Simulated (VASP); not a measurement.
Input of a VASP 6.6.1 run:

The input INCAR:

```
PREC = Accurate
ENCUT = 520
EDIFF = 1E-6
ISMEAR = 0
SIGMA = 0.1
LREAL = False
LASPH = True
NELM = 150
ALGO = Normal
ISIF = 2
LWAVE = False
LCHARG = True
ISPIN = 2
MAGMOM = 1 1 1 1 0
LORBIT = 11
LMAXMIX = 4
GGA = PE
LELF = True
LVHAR = True
NBANDS = 36
```

KPOINTS

```
Automatic mesh
0
Gamma
  4 4 4
```

POSCAR

```
Ta4N
1.0
   -2.7453204442      2.7453204442      2.7453204442
    2.7453204442     -2.7453204442      2.7453204442
    2.7453204442      2.7453204442     -2.7453204442
Ta N
4 1
Direct
    0.0000000000      0.0000000000      0.5000000000
    0.0000000000      0.5000000000      0.0000000000
    0.5000000000      0.0000000000      0.0000000000
    0.5000000000      0.5000000000      0.5000000000
    0.0000000000      0.0000000000      0.0000000000
```

Potentials or basis: VASP PAW PBE potentials, release 64 (Ta_pv, N).

The run is started by

```bash
$ cat potpaw_PBE.64/Ta_pv/POTCAR potpaw_PBE.64/N/POTCAR > POTCAR
$ mpirun -np 1 vasp_std > vasp.out
```

Question: Predict the pressure.

Answer: 0.3 GPa.

Question: Estimate the net moment.

Answer: 0.00 μB per cell.

Caveat: the k points lie up to 0.40 Å⁻¹ apart.
